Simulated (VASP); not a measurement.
# ZnSe (F-43m) in VASP: a series of runs, part 2 of 2

VASP 6.6.1. Earlier steps stand in the parts before.

## 3. Vibrations by perturbation theory, LDA

This run uses another cell than the first one, of 18.45 Å³/atom, 0.867 times its volume.

INCAR reads:

```
SYSTEM = ZnSe
ALGO = Normal ; EDIFF = 1E-8
ENCUT = 520 ; IBRION = 8
ISIF = 2 ; ISMEAR = 0
LASPH = .True. ; LCHARG = .False.
LEPSILON = .True. ; LREAL = .False.
LWAVE = .False. ; NBANDS = 16
NELM = 60 ; NSW = 1
PREC = Accurate ; SIGMA = 0.01
```

KPOINTS reads:

```
k-points
0
Gamma
  10 10 10
  0 0 0
```

POSCAR reads:

```
ZnSe
1.0
    0.0000000000      2.6423454467      2.6423454467
    2.6423454467      0.0000000000      2.6423454467
    2.6423454467      2.6423454467      0.0000000000
Zn Se
1 1
Direct
    0.0000000000      0.0000000000      0.0000000000
    0.7500000000      0.7500000000      0.7500000000
```

Potentials or basis: VASP PAW LDA potentials, release 64 (Zn, Se).

Started as:

```console
cat potpaw_LDA.64/Zn/POTCAR potpaw_LDA.64/Se/POTCAR > POTCAR
mpirun -np 1 vasp_std > vasp.out
```

OUTCAR:

```text
SYSTEM = ZnSe
   EDIFF = 1E-8
   ENCUT = 520
   IBRION = 8
   ISIF = 2
   ISMEAR = 0
   LASPH = .True.
   LEPSILON = .True.
   LREAL = .False.
   NELM = 60
   NSW = 1
   PREC = Accurate

 ion  position               nearest neighbor table
   1  0.000  0.000  0.000-   2 2.29   2 2.29   2 2.29   2 2.29
   2  0.750  0.750  0.750-   1 2.29   1 2.29   1 2.29   1 2.29

  LATTYP: Found a face centered cubic cell.
 ALAT       =     5.2846908934

  Lattice vectors:

 A1 = (   0.0000000000,   2.6423454467,   2.6423454467)
 A2 = (   2.6423454467,   0.0000000000,   2.6423454467)
 A3 = (   2.6423454467,   2.6423454467,   0.0000000000)

Analysis of symmetry for initial positions (statically):
=====================================================================
 Subroutine PRICEL returns:
 Original cell was already a primitive cell.

 Routine SETGRP: Setting up the symmetry group for a
 face centered cubic supercell.

 Subroutine GETGRP returns: Found 24 space group operations
 (whereof 24 operations were pure point group operations)
 out of a pool of 48 trial point group operations.

The static configuration has the point symmetry T_d .

Analysis of symmetry for dynamics (positions and initial velocities):
=====================================================================
 Subroutine PRICEL returns:
 Original cell was already a primitive cell.

 Routine SETGRP: Setting up the symmetry group for a
 face centered cubic supercell.

 Subroutine GETGRP returns: Found 24 space group operations
 (whereof 24 operations were pure point group operations)
 out of a pool of 48 trial point group operations.

The dynamic configuration has the point symmetry T_d .

 Subroutine INISYM returns: Found 24 space group operations
 (whereof 24 operations are pure point group operations),
 and found     1 'primitive' translations

----------------------------------------------------------------------------------------

                                     Primitive cell

  volume of cell :      36.8977

  direct lattice vectors                    reciprocal lattice vectors
     0.000000000  2.642345447  2.642345447    -0.189225826  0.189225826  0.189225826
     2.642345447  0.000000000  2.642345447     0.189225826 -0.189225826  0.189225826
     2.642345447  2.642345447  0.000000000     0.189225826  0.189225826 -0.189225826

  length of vectors
     3.736840767  3.736840767  3.736840767     0.327748745  0.327748745  0.327748745

  position of ions in fractional coordinates (direct lattice)
     0.000000000  0.000000000  0.000000000
[... 646 lines left out ...]
 -----------------------------------------------------------------------------
    -0.00045  0.59950  0.00000
     0.59950 -0.00045  0.00000
     0.00000  0.00000  0.00016

--------------------------------------- Ionic step        4  -------------------------------------------

------------------------ aborting loop because EDIFF is reached ----------------------------------------

[... ionic steps 5 to 6 ...]

--------------------------------------- Ionic step        7  -------------------------------------------

 Free energy of the ion-electron system (eV)
  ---------------------------------------------------
  ---------------------------------------------------
  free energy    TOTEN  =        -0.08160610 eV

  energy without entropy =       -0.08160610

------------------------ aborting loop because EDIFF is reached ----------------------------------------

 INTERNAL STRAIN TENSOR  FOR ION    2  DIRECTION 1   (eV/Angst):
 -----------------------------------------------------------------------------
    -0.01793  0.00000  0.00000
     0.00000  0.01715 13.61539
     0.00000 13.61539  0.01715

 MACROSCOPIC STATIC DIELECTRIC TENSOR (including local field effects in DFT)
 ------------------------------------------------------
           7.291152     0.000000     0.000000
           0.000000     7.291152     0.000000
          -0.000000    -0.000000     7.291152
 ------------------------------------------------------

 PIEZOELECTRIC TENSOR (including local field effects)  for field in x, y, z        (e  Angst)
          XX          YY          ZZ          XY          YZ          ZX
  --------------------------------------------------------------------------------
  x     0.00000     0.00000     0.00000     0.00000     1.39410     0.00000
  y     0.00000    -0.00000     0.00000     0.00000     0.00000     1.39410
  z    -0.00000     0.00000    -0.00000     1.39410     0.00000     0.00000

 PIEZOELECTRIC TENSOR (including local field effects)  for field in x, y, z        (C/m^2)
          XX          YY          ZZ          XY          YZ          ZX
  --------------------------------------------------------------------------------
  x     0.00000     0.00000     0.00000     0.00000     0.60535     0.00000
  y     0.00000    -0.00000     0.00000     0.00000     0.00000     0.60535
  z    -0.00000     0.00000    -0.00000     0.60535     0.00000     0.00000

 BORN EFFECTIVE CHARGES (including local field effects) (in |e|, cummulative output)
 ---------------------------------------------------------------------------------
 ion    1
    1     1.72343     0.00000    -0.00000
    2    -0.00000     1.72343     0.00000
    3     0.00000     0.00000     1.72343
 ion    2
    1    -1.72343     0.00000     0.00000
    2     0.00000    -1.72343    -0.00000
    3     0.00000     0.00000    -1.72343

 INTERNAL STRAIN TENSOR FOR ION    2 for displacements in x,y,z  (eV/Angst):
          X           Y           Z          XY          YZ          ZX
  --------------------------------------------------------------------------------
  x     0.00000     0.00000     0.00000     0.00000    13.61539     0.00000
  y    -0.00000     0.00000    -0.00000     0.00000     0.00000    13.61539
  z     0.00000     0.00000     0.00000    13.61539     0.00000     0.00000

 SECOND DERIVATIVES (NOT SYMMETRIZED)
 ------------------------------------
               1X          1Y          1Z          2X          2Y          2Z
  1X   -10.576083    0.000000    0.000000   10.576083    0.000000    0.000000
  1Y     0.000000  -10.576083    0.000000    0.000000   10.576083    0.000000
  1Z     0.000000    0.000000  -10.576083    0.000000    0.000000   10.576083
  2X    10.532121    0.000000    0.000000  -10.532121    0.000000    0.000000
  2Y     0.000000   10.532121    0.000000    0.000000  -10.532121    0.000000
  2Z     0.000000    0.000000   10.532121    0.000000    0.000000  -10.532121

 Eigenvectors and eigenvalues of the dynamical matrix
 ----------------------------------------------------

   1 f  =    8.492846 THz    53.362127 2PiTHz  283.290859 cm-1    35.123574 meV
             X         Y         Z           dx          dy          dz
      0.000000  0.000000  0.000000    -0.740294    0.000000   -0.000000
      3.963518  3.963518  3.963518     0.672283    0.000000   -0.000000
[... 21 lines left out ...]
   6 f/i=    0.008803 THz     0.055312 2PiTHz    0.293641 cm-1     0.036407 meV
             X         Y         Z           dx          dy          dz
      0.000000  0.000000  0.000000    -0.110030   -0.639638    0.175272
      3.963518  3.963518  3.963518    -0.121161   -0.704347    0.193004

--------------------------------------------------------------------------------------------------------

 MACROSCOPIC STATIC DIELECTRIC TENSOR IONIC CONTRIBUTION
 ------------------------------------------------------
           1.380167     0.000000     0.000000
           0.000000     1.380167    -0.000000
           0.000000    -0.000000     1.380167
 ------------------------------------------------------

 ELASTIC MODULI CONTR FROM IONIC RELAXATION (kBar)
 Direction    XX          YY          ZZ          XY          YZ          ZX
 --------------------------------------------------------------------------------
 XX          -0.0000     -0.0000      0.0000     -0.0000      0.0000     -0.0000
 YY          -0.0000     -0.0000     -0.0000     -0.0000     -0.0000     -0.0000
 ZZ           0.0000     -0.0000     -0.0000      0.0000     -0.0000     -0.0000
 XY          -0.0000     -0.0000      0.0000   -763.0310     -0.0000      0.0000
 YZ           0.0000     -0.0000     -0.0000     -0.0000   -763.0310     -0.0000
 ZX          -0.0000     -0.0000     -0.0000      0.0000     -0.0000   -763.0310
 --------------------------------------------------------------------------------

 PIEZOELECTRIC TENSOR IONIC CONTR  for field in x, y, z        (C/m^2)
          XX          YY          ZZ          XY          YZ          ZX
  --------------------------------------------------------------------------------
  x     0.00000    -0.00000    -0.00000    -0.00000    -0.96563    -0.00000
  y    -0.00000    -0.00000    -0.00000     0.00000    -0.00000    -0.96563
  z    -0.00000    -0.00000     0.00000    -0.96563    -0.00000     0.00000
```

Wall time 6.1 min (1 thread of Intel Xeon Platinum 8488C (Sapphire Rapids), shared host); peak memory 0.36 GiB.

What came out:

* Electronic dielectric tensor (diagonal): 7.29
* Born charges (mean of the diagonal): Zn +1.72; Se -1.72 e
* Highest phonon frequency at Γ, LO-TO splitting left out: 283 cm⁻¹

Phonon frequencies in cm⁻¹ (negative: imaginary):
```csv
q point,frequencies
"(0.000, 0.000, 0.000)",0 0 0 283 283 283
```

Electronic dielectric tensor:
```
7.29 0.00 0.00
0.00 7.29 0.00
0.00 0.00 7.29
```

Born effective charge tensors (e):
atom 1, Zn
```
1.72 0.00 0.00
0.00 1.72 0.00
0.00 0.00 1.72
```
atom 2, Se
```
-1.72  0.00  0.00
 0.00 -1.72  0.00
 0.00  0.00 -1.72
```

Caveat: the cell wasn't relaxed at this level first, which shifts response properties.

## 4. Vibrations by perturbation theory, LDA

This run uses another cell than the first one, of 19.52 Å³/atom, 0.917 times its volume.

INCAR reads:

```
SYSTEM = ZnSe
PREC     = Accurate       ! precision mode
ENCUT    = 520            ! plane-wave cutoff, eV
EDIFF    = 1E-8           ! SCF threshold, eV
ISMEAR   = 0              ! smearing method
SIGMA    = 0.01           ! smearing width, eV
LREAL    = .FALSE.        ! projectors in reciprocal space
LASPH    = .TRUE.         ! aspherical terms in the spheres
NELM     = 80             ! most SCF steps
ALGO     = Normal         ! electronic algorithm
ISIF     = 2              ! what is computed and relaxed
LWAVE    = .FALSE.        ! write WAVECAR
LCHARG   = .FALSE.        ! write CHGCAR
IBRION   = 8              ! ionic algorithm
NSW      = 1              ! ionic steps
LEPSILON = .TRUE.         ! dielectric tensor by DFPT
```

KPOINTS reads:

```
regular mesh
0
G
  10 10 10
  0 0 0
```

POSCAR reads:

```
ZnSe
1.0
    0.0000000000      2.6925015405      2.6925015405
    2.6925015405      0.0000000000      2.6925015405
    2.6925015405      2.6925015405      0.0000000000
Zn Se
1 1
Direct
    0.0000000000      0.0000000000      0.0000000000
    0.7500000000      0.7500000000      0.7500000000
```

Potentials or basis: VASP PAW LDA potentials, release 64 (Zn, Se).

Started as:

```console
cat potpaw_LDA.64/Zn/POTCAR potpaw_LDA.64/Se/POTCAR > POTCAR
mpirun -np 1 vasp_std > vasp.out
```

OUTCAR:

```text
SYSTEM = ZnSe
   PREC = Accurate
   ENCUT = 520
   EDIFF = 1E-8
   ISMEAR = 0
   LREAL = .FALSE.
   LASPH = .TRUE.
   NELM = 80
   ISIF = 2
   IBRION = 8
   NSW = 1
   LEPSILON = .TRUE.

 ion  position               nearest neighbor table
   1  0.000  0.000  0.000-   2 2.33   2 2.33   2 2.33   2 2.33
   2  0.750  0.750  0.750-   1 2.33   1 2.33   1 2.33   1 2.33

  LATTYP: Found a face centered cubic cell.
 ALAT       =     5.3850030810

  Lattice vectors:

 A1 = (   0.0000000000,   2.6925015405,   2.6925015405)
 A2 = (   2.6925015405,   0.0000000000,   2.6925015405)
 A3 = (   2.6925015405,   2.6925015405,   0.0000000000)

Analysis of symmetry for initial positions (statically):
=====================================================================
 Subroutine PRICEL returns:
 Original cell was already a primitive cell.

 Routine SETGRP: Setting up the symmetry group for a
 face centered cubic supercell.

 Subroutine GETGRP returns: Found 24 space group operations
 (whereof 24 operations were pure point group operations)
 out of a pool of 48 trial point group operations.

The static configuration has the point symmetry T_d .

Analysis of symmetry for dynamics (positions and initial velocities):
=====================================================================
 Subroutine PRICEL returns:
 Original cell was already a primitive cell.

 Routine SETGRP: Setting up the symmetry group for a
 face centered cubic supercell.

 Subroutine GETGRP returns: Found 24 space group operations
 (whereof 24 operations were pure point group operations)
[... 641 lines left out ...]
          XX          YY          ZZ          XY          YZ          ZX
  --------------------------------------------------------------------------------
  x     0.00000    -0.00000     0.00000     0.00000     0.63651     0.00000
  y    -0.00000    -0.00000    -0.00000     0.00000    -0.00000     0.63651
  z    -0.00000     0.00000     0.00000     0.63651     0.00000     0.00000

 BORN EFFECTIVE CHARGES (including local field effects) (in |e|, cummulative output)
 ---------------------------------------------------------------------------------
 ion    1
    1     1.81591     0.00000     0.00000
    2     0.00000     1.81591     0.00000
    3     0.00000     0.00000     1.81591
 ion    2
    1    -1.81591     0.00000     0.00000
    2     0.00000    -1.81591     0.00000
    3     0.00000     0.00000    -1.81591

 INTERNAL STRAIN TENSOR FOR ION    2 for displacements in x,y,z  (eV/Angst):
          X           Y           Z          XY          YZ          ZX
  --------------------------------------------------------------------------------
  x    -0.00000     0.00000     0.00000     0.00000    10.64167     0.00000
  y     0.00000    -0.00000     0.00000     0.00000     0.00000    10.64167
  z     0.00000     0.00000    -0.00000    10.64167     0.00000     0.00000

 SECOND DERIVATIVES (NOT SYMMETRIZED)
 ------------------------------------
               1X          1Y          1Z          2X          2Y          2Z
  1X    -8.850423    0.000000    0.000000    8.850423    0.000000    0.000000
  1Y     0.000000   -8.850423    0.000000    0.000000    8.850423    0.000000
  1Z     0.000000    0.000000   -8.850423    0.000000    0.000000    8.850423
  2X     8.823780    0.000000    0.000000   -8.823780    0.000000    0.000000
  2Y     0.000000    8.823780    0.000000    0.000000   -8.823780    0.000000
  2Z     0.000000    0.000000    8.823780    0.000000    0.000000   -8.823780

 Eigenvectors and eigenvalues of the dynamical matrix
 ----------------------------------------------------

   1 f  =    7.771157 THz    48.827621 2PiTHz  259.217902 cm-1    32.138909 meV
             X         Y         Z           dx          dy          dz
      0.000000  0.000000  0.000000     0.000000    0.740102    0.000000
      4.038752  4.038752  4.038752     0.000000   -0.672495    0.000000
[... 21 lines left out ...]
   6 f/i=    0.005831 THz     0.036635 2PiTHz    0.194488 cm-1     0.024113 meV
             X         Y         Z           dx          dy          dz
      0.000000  0.000000  0.000000     0.000000    0.000000   -0.672495
      4.038752  4.038752  4.038752     0.000000    0.000000   -0.740102

--------------------------------------------------------------------------------------------------------

 MACROSCOPIC STATIC DIELECTRIC TENSOR IONIC CONTRIBUTION
 ------------------------------------------------------
           1.729612     0.000000     0.000000
           0.000000     1.729612     0.000000
           0.000000     0.000000     1.729612
 ------------------------------------------------------

 ELASTIC MODULI CONTR FROM IONIC RELAXATION (kBar)
 Direction    XX          YY          ZZ          XY          YZ          ZX
 --------------------------------------------------------------------------------
 XX          -0.0000     -0.0000     -0.0000     -0.0000     -0.0000     -0.0000
 YY          -0.0000     -0.0000     -0.0000     -0.0000     -0.0000     -0.0000
 ZZ          -0.0000     -0.0000     -0.0000     -0.0000     -0.0000     -0.0000
 XY          -0.0000     -0.0000     -0.0000   -526.7534      0.0000      0.0000
 YZ          -0.0000     -0.0000     -0.0000      0.0000   -526.7534      0.0000
 ZX          -0.0000     -0.0000     -0.0000      0.0000      0.0000   -526.7534
 --------------------------------------------------------------------------------

 PIEZOELECTRIC TENSOR IONIC CONTR  for field in x, y, z        (C/m^2)
          XX          YY          ZZ          XY          YZ          ZX
  --------------------------------------------------------------------------------
  x    -0.00000    -0.00000    -0.00000     0.00000    -0.89815     0.00000
  y    -0.00000    -0.00000    -0.00000     0.00000     0.00000    -0.89815
  z    -0.00000    -0.00000    -0.00000    -0.89815     0.00000     0.00000
```

OSZICAR:

```text
N       E                     dE             d eps       ncg     rms          rms(c)
DAV:   1     0.881066012914E+02    0.88107E+02   -0.90801E+03  1230   0.163E+03
DAV:   2    -0.176420478081E+01   -0.89871E+02   -0.85831E+02  1297   0.289E+02
DAV:   3    -0.753549181664E+01   -0.57713E+01   -0.57463E+01  1532   0.726E+01
DAV:   4    -0.759063772790E+01   -0.55146E-01   -0.55134E-01  1317   0.743E+00
[... 181 lines left out ...]
RMM:   8    -0.818778077267E-01   -0.23695E-05    0.53242E-09  8005   0.449E-04    0.506E-05
RMM:   9    -0.818778866965E-01   -0.78970E-07    0.50537E-09  8047   0.142E-04    0.175E-05
RMM:  10    -0.818777833134E-01    0.10338E-06    0.71852E-09  7465   0.415E-05    0.460E-06
RMM:  11    -0.818777673893E-01    0.15924E-07    0.22342E-10  6820   0.143E-05    0.244E-06
RMM:  12    -0.818777692826E-01   -0.18933E-08    0.20086E-10  4326   0.549E-06    0.321E-07
 Linear response finished
```

It took 11 min on 1 thread of AMD EPYC 9R45 (Zen 5), shared host; peak memory 0.31 GiB.

Results:

- Electronic dielectric tensor (diagonal): 7.35
- Born charges (mean of the diagonal): Zn +1.82; Se -1.82 e
- Highest phonon frequency at Γ, LO-TO splitting left out: 259 cm⁻¹

Phonon frequencies in cm⁻¹ (negative: imaginary):
```
              q point        frequencies
(0.000, 0.000, 0.000)  0 0 0 259 259 259
```

Electronic dielectric tensor:
```
7.35 0.00 0.00
0.00 7.35 0.00
0.00 0.00 7.35
```

Born effective charge tensors (e):
atom 1, Zn
```
1.82 0.00 0.00
0.00 1.82 0.00
0.00 0.00 1.82
```
atom 2, Se
```
-1.82  0.00  0.00
 0.00 -1.82  0.00
 0.00  0.00 -1.82
```

Caveat: the cell wasn't relaxed at this level first, which shifts response properties.
